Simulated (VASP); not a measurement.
# BaTiO3 in VASP: further runs

BaTiO3 is run at these levels: PBEsol; tasks: relaxation of shape and atoms at fixed volume, single point.

Program: VASP 6.6.1. These are calculated values, not measurements. Logs are shortened: lines on timing, memory, paths and dates and some standing lists are left out, and cuts for length are marked.

**1. The cell of the first run**

Symmetry: Amm2, No. 38, orthorhombic system. Conventional cell: a = 3.869 Å, b = 5.491 Å, c = 5.493 Å, α = 90.00°, β = 90.00°, γ = 90.00°. Ba (site symmetry mm2) has 12 O at 2.70 to 2.79 Å and 8 Ti at 3.33 to 3.39 Å within 3.6 Å. Within 2.5 Å of Ti (site symmetry mm2) lie 6 O at 1.87 to 2.01 Å. Within 2.8 Å of O (site symmetry mm2) lie 2 Ti at 1.94 Å and 4 Ba at 2.70 to 2.79 Å and 8 O at 2.73 to 2.75 Å. Within 2.5 Å of O (site symmetry m) lie 2 Ti at 1.87 to 2.01 Å.

**2. Relaxation of shape and atoms at fixed volume, PBEsol (11.67 Å³/atom)**

INCAR

```
ALGO = Normal
EDIFF = 1E-6
EDIFFG = -0.01
ENCUT = 600
GGA = PS
IBRION = 2
ISIF = 4
ISMEAR = 0
LASPH = True
LCHARG = False
LREAL = False
LWAVE = False
NELM = 60
NSW = 60
PREC = Accurate
SIGMA = 0.05
```

KPOINTS

```
k-points
0
Gamma
  8 8 8
```

POSCAR

```
BaTiO3
1.0
    3.8690599608      0.0000000000      0.0000000000
    0.0000000000      2.7454113215      2.7467401452
    0.0000000000     -2.7454113215      2.7467401452
Ba Ti O
1 1 3
Direct
    0.0000000000      0.0031245032      0.0031245032
    0.5000000000      0.5106926878      0.5106926878
    0.0000000000      0.4950060550      0.4950060550
    0.5000000000      0.4955765092      0.9924802448
    0.5000000000      0.9924802448      0.4955765092
```

Potentials or basis: VASP PAW PBE potentials, release 64 (Ba_sv, Ti_sv, O).

Command:

```console
$ cat potpaw_PBE.64/Ba_sv/POTCAR potpaw_PBE.64/Ti_sv/POTCAR potpaw_PBE.64/O/POTCAR > POTCAR
$ mpirun -np 1 vasp_std > vasp.out
```

OUTCAR:

```text
EDIFF = 1E-6
   EDIFFG = -0.01
   ENCUT = 600
   GGA = PS
   IBRION = 2
   ISIF = 4
   ISMEAR = 0
   LASPH = True
   LREAL = False
   NELM = 60
   NSW = 60
   PREC = Accurate

 ion  position               nearest neighbor table
   1  0.000  0.003  0.003-   3 2.70   4 2.72   5 2.72   4 2.72   5 2.72   3 2.75   3 2.75   5 2.76
                             4 2.76   5 2.76   4 2.76   3 2.79   2 3.33   2 3.33   2 3.36   2 3.36
   2  0.500  0.511  0.511-   4 1.87   5 1.87   3 1.94   3 1.94   5 2.01   4 2.01   1 3.33   1 3.33
                             1 3.36   1 3.36   1 3.36   1 3.36   1 3.39   1 3.39
   3  0.000  0.495  0.495-   2 1.94   2 1.94   1 2.70   1 2.75   1 2.75   1 2.79
   4  0.500  0.496  0.992-   2 1.87   2 2.01   1 2.72   1 2.72   1 2.76   1 2.76
   5  0.500  0.992  0.496-   2 1.87   2 2.01   1 2.72   1 2.72   1 2.76   1 2.76

  LATTYP: Found a base centered orthorhombic cell.
 ALAT       =     5.4908226430
 B/A-ratio  =     1.0004840163
 C/A-ratio  =     0.7046412191

  Lattice vectors:

 A1 = (   0.0000000000,   2.7454113215,  -2.7467401452)
 A2 = (   0.0000000000,   2.7454113215,   2.7467401452)
 A3 = (   3.8690599608,   0.0000000000,   0.0000000000)

Analysis of symmetry for initial positions (statically):
=====================================================================
 Subroutine PRICEL returns:
 Original cell was already a primitive cell.

 Routine SETGRP: Setting up the symmetry group for a
 base centered orthorhombic supercell.

 Subroutine GETGRP returns: Found  4 space group operations
 (whereof  4 operations were pure point group operations)
 out of a pool of  8 trial point group operations.

The static configuration has the point symmetry C_2v.

Analysis of symmetry for dynamics (positions and initial velocities):
=====================================================================
 Subroutine PRICEL returns:
 Original cell was already a primitive cell.

 Routine SETGRP: Setting up the symmetry group for a
 base centered orthorhombic supercell.

 Subroutine GETGRP returns: Found  4 space group operations
 (whereof  4 operations were pure point group operations)
 out of a pool of  8 trial point group operations.

The dynamic configuration has the point symmetry C_2v.

 Subroutine INISYM returns: Found  4 space group operations
 (whereof  4 operations are pure point group operations),
 and found     1 'primitive' translations

----------------------------------------------------------------------------------------

                                     Primitive cell

  volume of cell :      58.3526

  direct lattice vectors                    reciprocal lattice vectors
     3.869059961  0.000000000  0.000000000     0.258460714  0.000000000  0.000000000
     0.000000000  2.745411321  2.746740145     0.000000000  0.182122073  0.182033965
     0.000000000 -2.745411321  2.746740145     0.000000000 -0.182122073  0.182033965

  length of vectors
     3.869059961  3.883537659  3.883537659     0.258460714  0.257497211  0.257497211

  position of ions in fractional coordinates (direct lattice)
     0.000000000  0.003124503  0.003124503
     0.500000000  0.510692688  0.510692688
     0.000000000  0.495006055  0.495006055
     0.500000000  0.495576509  0.992480245
     0.500000000  0.992480245  0.495576509

  ion indices of the primitive-cell ions
   primitive index   ion index
                 1           1
                 2           2
                 3           3
                 4           4
                 5           5

----------------------------------------------------------------------------------------

 KPOINTS: k-points

Automatic generation of k-mesh.
 Grid dimensions read from file:
 generate k-points for:    8    8    8

 Generating k-lattice:

  Cartesian coordinates                     Fractional coordinates (reciprocal lattice)
     0.032307589  0.000000000  0.000000000     0.125000000  0.000000000  0.000000000
     0.000000000  0.022765259  0.022754246     0.000000000  0.125000000  0.000000000
     0.000000000 -0.022765259  0.022754246     0.000000000  0.000000000  0.125000000

  Length of vectors
     0.032307589  0.032187151  0.032187151

  Shift w.r.t. Gamma in fractional coordinates (k-lattice)
     0.000000000  0.000000000  0.000000000

 Subroutine IBZKPT returns following result:
 ===========================================

 Found    105 irreducible k-points:

 Following reciprocal coordinates:
            Coordinates               Weight
  0.000000  0.000000  0.000000      1.000000
  0.125000  0.000000  0.000000      2.000000
  0.250000  0.000000  0.000000      2.000000
  0.375000  0.000000  0.000000      2.000000
  0.500000  0.000000  0.000000      1.000000
  0.000000  0.125000  0.000000      4.000000
[... 16 lines left out ...]
  0.250000  0.500000  0.000000      4.000000
  0.375000  0.500000  0.000000      4.000000
 [... further k-points ...]
   k-points           NKPTS =    105   k-points in BZ     NKDIM =    105   number of bands    NBANDS=     24
   number of dos      NEDOS =    301   number of ions     NIONS =      5
   total plane-waves  NPLWV =  32768
   dimension x,y,z NGX =    32 NGY =   32 NGZ =   32
   dimension x,y,z NGXF=    64 NGYF=   64 NGZF=   64
   ions per type =               1   1   3
   NGX,Y,Z   is equivalent  to a cutoff of  13.75, 13.70, 13.70 a.u.
   NGXF,Y,Z  is equivalent  to a cutoff of  27.50, 27.40, 27.40 a.u.
 SYSTEM =  unknown system
   PREC   = accura    normal or accurate (medium, high low for compatibility)
   ISTART =      0    job   : 0-new  1-cont  2-samecut
   ICHARG =      2    charge: 1-file 2-atom 10-const
   ISPIN  =      1    spin polarized calculation?
   LNONCOLLINEAR =      F non collinear calculations
   LSORBIT =      F    spin-orbit coupling
   LASPH  =      T    aspherical Exc in radial PAW
   ENCUT  =  600.0 eV  44.10 Ry    6.64 a.u.   7.73  7.76  7.76*2*pi/ulx,y,z
   NELM   =     60;   NELMIN=  2; NELMDL= -5     # of ELM steps
   EDIFF  = 0.1E-05   stopping-criterion for ELM
   LREAL  =      F    real-space projection
   EDIFFG = -.1E-01   stopping-criterion for IOM
   NSW    =     60    number of steps for IOM
   IBRION =      2    ionic relax: 0-MD 1-quasi-New 2-CG
   NFREE  =      1    steps in history (QN), initial steepest desc. (CG)
   ISIF   =      4    stress and relaxation
   ISYM   =      2    0-nonsym 1-usesym 2-fastsym
   POTIM  = 0.5000    time-step for ionic-motion
   TEBEG  =    0.0;   TEEND  =   0.0 temperature during run
   PSTRESS=    0.0 pullay stress
   NELECT =      40.0000    total number of electrons
   NUPDOWN=      -1.0000    fix difference up-down
   EMIN   =  10.00;   EMAX   =-10.00  energy-range for DOS
   EFERMI =   0.00;   METHOD = LEGACY
   ISMEAR =     0;   SIGMA  =   0.05  broadening in eV -4-tet -1-fermi 0-gaus
   EFERMI_NEDOS =   21; number of points for ismear=-14 and -15
   IALGO  =     38    algorithm
   IMIX   =      4    mixing-type and parameters
     AMIX     =   0.40;   BMIX     =  1.00
     AMIX_MAG =   1.60;   BMIX_MAG =  1.00
  volume/ion in A,a.u.               =      11.67        78.76
  Fermi-wavevector in a.u.,A,eV,Ry     =   1.443471  2.727764 28.349208  2.083608
  Thomas-Fermi vector in A             =   2.561875
   LORBIT       =      0    0 simple, 1 ext, 2 COOP (PROOUT), +10 PAW based schemes
   GGA     = PS    functional components
   LHFCALC =     F    Hartree Fock is set to
   AEXX    =    0.0000 exact exchange contribution
   IVDW    =     0    specifies the selected vdW correction
   LEPSILON=     F    determine dielectric tensor
   LRPA    =     F    only Hartree local field effects (RPA)
 conjugate gradient relaxation of ions
 non-spin polarized calculation
 Gauss-broadening in eV      SIGMA  =   0.05
  energy-cutoff  :      600.00
  volume of cell :       58.35
 maximum number of plane-waves:      1972
 NGX is ok and might be reduce to    32
   NGX = 15   NGY = 15   NGZ = 15

--------------------------------------- Ionic step        1  -------------------------------------------

 number of electron      40.0000004 magnetization

 Free energy of the ion-electron system (eV)
  ---------------------------------------------------
  ext. energy  EPLUGINS =         0.00000000
  ---------------------------------------------------
  free energy    TOTEN  =       -41.72657883 eV

  energy without entropy =      -41.72657883  energy(sigma->0) =      -41.72657883

------------------------ aborting loop because EDIFF is reached ----------------------------------------

  FORCE on cell =-STRESS in cart. coord.  units (eV):
  Direction    XX          YY          ZZ          XY          YZ          ZX
  --------------------------------------------------------------------------------------
  -------------------------------------------------------------------------------------
  Total        6.5050747      6.5058863      6.4904823      0.0000000      0.0000000      0.0000000
  in kB      178.6086216    178.6309065    178.2079600      0.0000000      0.0000000      0.0000000
  external PRESSURE =     178.4824961 kB  Pullay stress =       0.0000000 kB

 VOLUME and BASIS-vectors are now :
 -----------------------------------------------------------------------------
  energy-cutoff  :      600.00
  volume of cell :       58.35
      direct lattice vectors                 reciprocal lattice vectors
     3.869059961  0.000000000  0.000000000     0.258460714  0.000000000  0.000000000
     0.000000000  2.745411321  2.746740145     0.000000000  0.182122073  0.182033965
     0.000000000 -2.745411321  2.746740145     0.000000000 -0.182122073  0.182033965
[... 235 lines left out ...]
 POSITION                                       TOTAL-FORCE (eV/Angst)
 -----------------------------------------------------------------------------------
      0.00000      0.00000      5.48178         0.000000      0.000000      0.016450
      1.93925      0.00000      2.74564         0.000000      0.000000     -0.021119
      0.00000      0.00000      2.73754         0.000000      0.000000     -0.013915
      1.93925     -1.36979      4.10771         0.000000     -0.026266      0.009292
      1.93925      1.36979      4.10771         0.000000      0.026266      0.009292
 -----------------------------------------------------------------------------------
    total drift:                                0.000000     -0.000000     -0.000411

  FREE ENERGIE OF THE ION-ELECTRON SYSTEM (eV)
  ---------------------------------------------------
  free  energy   TOTEN  =       -41.7370164152 eV

  energy  without entropy=      -41.7370164152  energy(sigma->0) =      -41.73701642

--------------------------------------- Ionic step        8  -------------------------------------------

 number of electron      39.9999989 magnetization

 Free energy of the ion-electron system (eV)
  ---------------------------------------------------
  ext. energy  EPLUGINS =         0.00000000
  ---------------------------------------------------
  free energy    TOTEN  =       -41.73711586 eV

  energy without entropy =      -41.73711586  energy(sigma->0) =      -41.73711586

 E-fermi :   4.7022     XC(G=0): -12.0210

 val. band max:        4.4515001551   @ k =   0.5000   0.5000   0.5000
 cond. band min:       6.3230864620   @ k =   0.0000   0.0000   0.0000
 fundamental gap:      1.8715863069
 Fermi energy:         4.7021857610

 k-point     1 :       0.0000    0.0000    0.0000
  band No.  band energies     occupation
      1     -51.5084      2.00000
      2     -27.8957      2.00000
      3     -27.8954      2.00000
      4     -27.8954      2.00000
      5     -20.1375      2.00000
      6     -12.5574      2.00000
[... 16 lines left out ...]
     23       6.3237      0.00000
     24       9.0377      0.00000
[... 598 lines left out ...]
      2     -27.9763      2.00000
      3     -27.9638      2.00000
      4     -27.8890      2.00000
      5     -19.8305      2.00000
      6     -12.4221      2.00000
[... 16 lines left out ...]
     23       8.7619      0.00000
     24      10.0255      0.00000

 [... further k-points ...]

------------------------ aborting loop because EDIFF is reached ----------------------------------------

  FORCE on cell =-STRESS in cart. coord.  units (eV):
  Direction    XX          YY          ZZ          XY          YZ          ZX
  --------------------------------------------------------------------------------------
  -------------------------------------------------------------------------------------
  Total        6.2499417      6.2135554      6.2133085      0.0000000      0.0000000      0.0000000
  in kB      171.6034838    170.6044305    170.5976528      0.0000000      0.0000000      0.0000000
  external PRESSURE =     170.9351891 kB  Pullay stress =       0.0000000 kB

 VOLUME and BASIS-vectors are now :
 -----------------------------------------------------------------------------
  energy-cutoff  :      600.00
  volume of cell :       58.35
      direct lattice vectors                 reciprocal lattice vectors
     3.877798542  0.000000000  0.000000000     0.257878275  0.000000000  0.000000000
     0.000000000  2.742973720  2.742985842     0.000000000  0.182283919  0.182283114
     0.000000000 -2.742973720  2.742985842     0.000000000 -0.182283919  0.182283114

 POSITION                                       TOTAL-FORCE (eV/Angst)
 -----------------------------------------------------------------------------------
      0.00000      0.00000      5.48356         0.000000     -0.000000     -0.001001
      1.93890      0.00000      2.74333         0.000000     -0.000000     -0.008047
      0.00000      0.00000      2.73785         0.000000     -0.000000      0.004043
      1.93890     -1.37141      4.10952         0.000000      0.000395      0.002503
      1.93890      1.37141      4.10952         0.000000     -0.000395      0.002503
 -----------------------------------------------------------------------------------
    total drift:                                0.000000      0.000000     -0.002422

  FREE ENERGIE OF THE ION-ELECTRON SYSTEM (eV)
  ---------------------------------------------------
  free  energy   TOTEN  =       -41.7371158583 eV

  energy  without entropy=      -41.7371158583  energy(sigma->0) =      -41.73711586

 reached required accuracy - stopping structural energy minimisation
```

It took 3.4 min on 1 thread of Intel Xeon 6975P-C (Granite Rapids), shared host; peak memory 0.33 GiB.

What came out:

- Free energy: -41.7371 eV
- Energy gained by relaxing: 2.1 meV/atom
- Ionic steps: 8
- Pressure after relaxing: 17.1 GPa
- Largest force after relaxing: 0.008 eV/Å
- Band gap on the k mesh: 1.87 eV (least direct gap 1.91 eV)

Forces in eV/Å, atoms in the order of the input:
```
Ba   0.000  0.000 -0.001
Ti   0.000  0.000 -0.008
O    0.000  0.000  0.004
O    0.000  0.000  0.003
O    0.000  0.000  0.003
```

Stress tensor (GPa, compression positive):
```
17.16  0.00  0.00
 0.00 17.06  0.00
 0.00  0.00 17.06
```

The path:
| step | energy change (eV) | largest force (eV/Å) | pressure (GPa) | volume (Å³) |
| --- | --- | --- | --- | --- |
| 1 | 0.0000 | 0.2314 | 17.85 | 58.35 |
| 2 | -0.0049 | 0.1370 | 17.47 | 58.35 |
| 3 | -0.0059 | 0.1221 | 17.26 | 58.35 |
| 4 | -0.0083 | 0.0857 | 17.20 | 58.35 |
| 5 | -0.0095 | 0.0482 | 17.12 | 58.35 |
| 6 | -0.0104 | 0.0283 | 17.10 | 58.35 |
| 7 | -0.0104 | 0.0279 | 17.10 | 58.35 |
| 8 | -0.0105 | 0.0080 | 17.09 | 58.35 |

Final structure:
```cif
data_structure
_symmetry_space_group_name_H-M 'P 1'
_symmetry_Int_Tables_number 1
_cell_length_a 3.8778
_cell_length_b 3.8792
_cell_length_c 3.8792
_cell_angle_alpha 90.000
_cell_angle_beta 90.000
_cell_angle_gamma 90.000
_cell_volume 58.35
loop_
_atom_site_label
_atom_site_type_symbol
_atom_site_fract_x
_atom_site_fract_y
_atom_site_fract_z
_atom_site_occupancy
Ba1 Ba 0.00000 0.99956 0.99956 1
Ti1 Ti 0.50000 0.50006 0.50006 1
O1 O 0.00000 0.49906 0.49906 1
O2 O 0.50000 0.49911 0.99908 1
O3 O 0.50000 0.99908 0.49911 1
```

Caveat: the PAW data sets were made with another functional, which shifts forces and pressure a little; spin-orbit coupling is left out, which moves the levels of the heavy elements. A k mesh can miss the band edges.

**3. Relaxation of shape and atoms at fixed volume, PBEsol (12.18 Å³/atom)**

This run uses another cell than the first one, of 12.18 Å³/atom.

INCAR

```
PREC = Accurate
ENCUT = 600
EDIFF = 1E-6
ISMEAR = 0
SIGMA = 0.05
LREAL = False
LASPH = True
NELM = 80
ALGO = Normal
ISIF = 4
LWAVE = False
LCHARG = False
GGA = PS
IBRION = 2
NSW = 60
EDIFFG = -0.01
```

KPOINTS

```
regular mesh
0
Gamma
  8 8 8
```

POSCAR

```
BaTiO3
1.0
    3.8965155864      0.0000000000      0.0000000000
    0.0000000000      2.7901079097      2.8003766204
    0.0000000000     -2.7901079097      2.8003766204
Ba Ti O
1 1 3
Direct
    0.0000000000      0.0070717264      0.0070717264
    0.5000000000      0.5198413058      0.5198413058
    0.0000000000      0.4914238104      0.4914238104
    0.5000000000      0.4937329499      0.9848102075
    0.5000000000      0.9848102075      0.4937329499
```

Potentials or basis: VASP PAW PBE potentials, release 64 (Ba_sv, Ti_sv, O).

Command:

```console
$ cat potpaw_PBE.64/Ba_sv/POTCAR potpaw_PBE.64/Ti_sv/POTCAR potpaw_PBE.64/O/POTCAR > POTCAR
$ mpirun -np 1 vasp_std > vasp.out
```

Wall time 4.1 min (1 thread of Intel Xeon 6975P-C (Granite Rapids), shared host); peak memory 0.33 GiB.

The run converged. Its results:

* Free energy: -41.9335 eV
* Energy gained by relaxing: 4.3 meV/atom
* Ionic steps: 9
* Pressure after relaxing: 7.7 GPa
* Largest force after relaxing: 0.008 eV/Å
* Band gap on the k mesh: 1.88 eV (least direct gap 2.03 eV)

Forces in eV/Å, atoms in the order of the input:
```
Ba   0.000  0.000  0.001
Ti   0.000  0.000 -0.007
O    0.000  0.000  0.008
O    0.000  0.003 -0.001
O    0.000 -0.003 -0.001
```

Stress tensor (GPa, compression positive):
```
7.86 0.00 0.00
0.00 7.71 0.00
0.00 0.00 7.68
```

Step by step:
```csv
step,energy change (eV),largest force (eV/Å),pressure (GPa),volume (Å³)
1,0.0000,0.4262,9.92,60.89
2,-0.0135,0.1338,8.74,60.89
3,-0.0145,0.1237,8.38,60.89
4,-0.0188,0.1030,8.16,60.89
5,-0.0199,0.0841,8.02,60.89
6,-0.0210,0.0351,7.92,60.89
7,-0.0213,0.0319,7.85,60.89
8,-0.0214,0.0103,7.78,60.89
9,-0.0214,0.0079,7.75,60.89
```

Final structure:
```
Ba Ti O
1.0
     3.92517    0.00000    0.00000
     0.00000    2.78405    2.78599
     0.00000   -2.78405    2.78599
Ba Ti O
1 1 3
Direct
  0.00000 0.00218 0.00218
  0.50000 0.50932 0.50932
  0.00000 0.49565 0.49565
  0.50000 0.49621 0.99352
  0.50000 0.99352 0.49621
```

Levels at points of the mesh, in eV from the valence-band top:
| k point | band 17 | band 18 | band 19 | band 20 | band 21 | band 22 | band 23 | band 24 |
| --- | --- | --- | --- | --- | --- | --- | --- | --- |
| (0.00, 0.00, 0.00) | -1.20 | -0.19 | -0.18 | -0.14 | 1.88 | 1.94 | 1.96 | 4.39 |
| (0.50, 0.00, 0.00) | -1.89 | -1.84 | -0.83 | -0.78 | 2.14 | 3.79 | 3.83 | 4.40 |
| (0.00, 0.50, 0.00) | -1.92 | -1.87 | -0.77 | -0.73 | 2.09 | 3.80 | 3.81 | 4.40 |
| (0.50, 0.50, 0.00) | -1.71 | -0.85 | -0.85 | -0.10 | 3.82 | 3.83 | 4.24 | 5.24 |
| (0.00, 0.50, 0.50) | -1.69 | -0.85 | -0.84 | -0.13 | 3.81 | 3.82 | 4.22 | 5.30 |
| (0.50, 0.50, 0.50) | -2.37 | -0.03 | 0.00 | 0.00 | 4.52 | 4.53 | 4.55 | 6.83 |

Caveat: the PAW data sets were made with another functional, which shifts forces and pressure a little; spin-orbit coupling is left out, which moves the levels of the heavy elements.

(Continued in part 2 of 2.)
